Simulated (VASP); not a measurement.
# Si (Fd-3m) in VASP: further runs, part 2 of 2

VASP 6.6.1.

**5. Single point, PBE**

The input, INCAR:

```
ALGO = Normal ; EDIFF = 1E-6
ENCUT = 500 ; GGA = PE
GGA_COMPAT = False ; ISIF = 2
ISMEAR = 0 ; LASPH = True
LCHARG = False ; LREAL = False
LWAVE = False ; NBANDS = 11
NELM = 120 ; PREC = Accurate
SIGMA = 0.01
```

The input, KPOINTS:

```
k-points
0
Gamma
  4 4 4
```

The input, POSCAR:

```
Si
1.0
    0.0000000000      2.6600660800      2.6600660800
    2.6600660800      0.0000000000      2.6600660800
    2.6600660800      2.6600660800      0.0000000000
Si
2
Direct
    0.0000000000      0.0000000000      0.0000000000
    0.2500000000      0.2500000000      0.2500000000
```

Potentials or basis: VASP PAW PBE potentials, release 64 (Si).

The run is started by

```sh
cat potpaw_PBE.64/Si/POTCAR > POTCAR
mpirun -np 1 vasp_std > vasp.out
```

OUTCAR:

```text
EDIFF = 1E-6
   ENCUT = 500
   GGA = PE
   ISIF = 2
   ISMEAR = 0
   LASPH = True
   LREAL = False
   NELM = 120
   PREC = Accurate

 ion  position               nearest neighbor table
   1  0.000  0.000  0.000-   2 2.30   2 2.30   2 2.30   2 2.30
   2  0.250  0.250  0.250-   1 2.30   1 2.30   1 2.30   1 2.30

  LATTYP: Found a face centered cubic cell.
 ALAT       =     5.3201321600

  Lattice vectors:

 A1 = (   0.0000000000,   2.6600660800,   2.6600660800)
 A2 = (   2.6600660800,   0.0000000000,   2.6600660800)
 A3 = (   2.6600660800,   2.6600660800,   0.0000000000)

Analysis of symmetry for initial positions (statically):
=====================================================================
 Subroutine PRICEL returns:
 Original cell was already a primitive cell.

 Routine SETGRP: Setting up the symmetry group for a
 face centered cubic supercell.

 Subroutine GETGRP returns: Found 48 space group operations
 (whereof 24 operations were pure point group operations)
 out of a pool of 48 trial point group operations.

The static configuration has the point symmetry T_d .
 The point group associated with its full space group is O_h .
[... 154 lines left out ...]
      1      -5.8895      2.00000
      2       6.5142      2.00000
      3       6.5142      2.00000
      4       6.5142      2.00000
      5       9.0827      0.00000
      6       9.0827      0.00000
      7       9.0827      0.00000
      8      10.6182      0.00000
      9      14.2385      0.00000
     10      14.2385      0.00000
     11      14.7206      0.00000
[... 85 lines left out ...]
 k-point     8 :      -0.2500    0.5000    0.2500
  band No.  band energies     occupation
      1      -1.3168      2.00000
      2      -1.3168      2.00000
      3       2.3795      2.00000
      4       2.3795      2.00000
      5      10.7603      0.00000
      6      10.7603      0.00000
      7      11.7147      0.00000
      8      11.7147      0.00000
      9      17.4693      0.00000
     10      17.4693      0.00000
     11      20.0720      0.00000

------------------------ aborting loop because EDIFF is reached ----------------------------------------

  FORCE on cell =-STRESS in cart. coord.  units (eV):
  Direction    XX          YY          ZZ          XY          YZ          ZX
  --------------------------------------------------------------------------------------
  -------------------------------------------------------------------------------------
  Total        2.2579232      2.2579232      2.2579232      0.0000000      0.0000000     -0.0000000
  in kB       96.0975841     96.0975841     96.0975841      0.0000000      0.0000000     -0.0000000
  external PRESSURE =      96.0975841 kB  Pullay stress =       0.0000000 kB

 VOLUME and BASIS-vectors are now :
 -----------------------------------------------------------------------------
  energy-cutoff  :      500.00
  volume of cell :       37.64
      direct lattice vectors                 reciprocal lattice vectors
     0.000000000  2.660066080  2.660066080    -0.187965255  0.187965255  0.187965255
     2.660066080  0.000000000  2.660066080     0.187965255 -0.187965255  0.187965255
     2.660066080  2.660066080  0.000000000     0.187965255  0.187965255 -0.187965255

 POSITION                                       TOTAL-FORCE (eV/Angst)
 -----------------------------------------------------------------------------------
      0.00000      0.00000      0.00000        -0.000000     -0.000000     -0.000000
      1.33003      1.33003      1.33003         0.000000      0.000000      0.000000
 -----------------------------------------------------------------------------------
    total drift:                                0.000000      0.000000     -0.000000

  FREE ENERGIE OF THE ION-ELECTRON SYSTEM (eV)
  ---------------------------------------------------
  free  energy   TOTEN  =       -10.5683056312 eV

  energy  without entropy=      -10.5683056312  energy(sigma->0) =      -10.56830563
```

OSZICAR:

```text
N       E                     dE             d eps       ncg     rms          rms(c)
DAV:   1     0.641477963362E+01    0.64148E+01   -0.30261E+03   176   0.534E+02
DAV:   2    -0.103233331696E+02   -0.16738E+02   -0.16440E+02   209   0.870E+01
DAV:   3    -0.108103918180E+02   -0.48706E+00   -0.48569E+00   231   0.123E+01
DAV:   4    -0.108139215091E+02   -0.35297E-02   -0.35292E-02   203   0.132E+00
DAV:   5    -0.108139569288E+02   -0.35420E-04   -0.35420E-04   230   0.126E-01    0.538E+00
DAV:   6    -0.106415381054E+02    0.17242E+00   -0.99194E-02   185   0.132E+00    0.331E+00
DAV:   7    -0.105663467559E+02    0.75191E-01   -0.18813E-01   194   0.192E+00    0.269E-01
DAV:   8    -0.105680336547E+02   -0.16869E-02   -0.74454E-03   191   0.478E-01    0.886E-02
DAV:   9    -0.105682712503E+02   -0.23760E-03   -0.21138E-04   200   0.901E-02    0.650E-02
DAV:  10    -0.105683051553E+02   -0.33905E-04   -0.30530E-05   203   0.317E-02    0.871E-03
DAV:  11    -0.105683056312E+02   -0.47585E-06   -0.23864E-06   188   0.815E-03
   1 F= -.10568306E+02 E0= -.10568306E+02  d E =-.105136E-15
```

stdout:

```text
POSCAR found type information on POSCAR Si
 POSCAR found :  1 types and       2 ions
 scaLAPACK will be used
 LDA part: xc-table for (Slater+PW92), standard interpolation
 POSCAR, INCAR and KPOINTS ok, starting setup
 FFT: planning ... GRIDC
 FFT: planning ... GRID_SOFT
 FFT: planning ... GRID
 WAVECAR not read
 entering main loop
```

Run time: 8.7 s. Hardware: 1 thread of Intel Xeon 8259CL, shared host; peak memory 0.14 GiB.

What came out:

```yaml
Free_energy: -10.5683 eV
Pressure: 9.6 GPa
Band_gap_on_the_k_mesh: 0.56 eV, indirect (least direct gap 2.57 eV)
```

Levels at points of the mesh, in eV from the valence-band top:
```
           k point  band 1  band 2  band 3  band 4  band 5  band 6  band 7  band 8  band 9
(0.00, 0.00, 0.00)  -12.40    0.00    0.00    0.00    2.57    2.57    2.57    4.10    7.72
(0.50, 0.00, 0.00)   -9.91   -7.28   -1.26   -1.26    1.75    3.28    3.28    7.79   10.69
(0.50, 0.50, 0.00)   -8.03   -8.03   -3.03   -3.03    0.56    0.56   10.65   10.65   11.16
```

Caveat: the k points lie up to 0.51 Å⁻¹ apart.

**6. Summary**

```csv
cell,k mesh,gap on the mesh (eV),pressure (GPa)
"a = 3.762 Å, angles 60.0°, 2 atoms",3 × 3 × 3,0.59,11.3
"a = 3.916 Å, angles 60.0°, 2 atoms",3 × 3 × 3,0.77,-1.5
"a = 3.762 Å, angles 60.0°, 2 atoms",4 × 4 × 4,0.56,9.6
```

Alike in all rows: task single point; level PBE; potentials or basis VASP PAW PBE potentials, release 64 (Si); no spin polarisation; cutoff (eV) 500; smearing gaussian 0.01 eV.

Caveats: all runs use coarse meshes.

Total energies depend on the potentials used, so only differences within one code and one set of settings carry meaning.
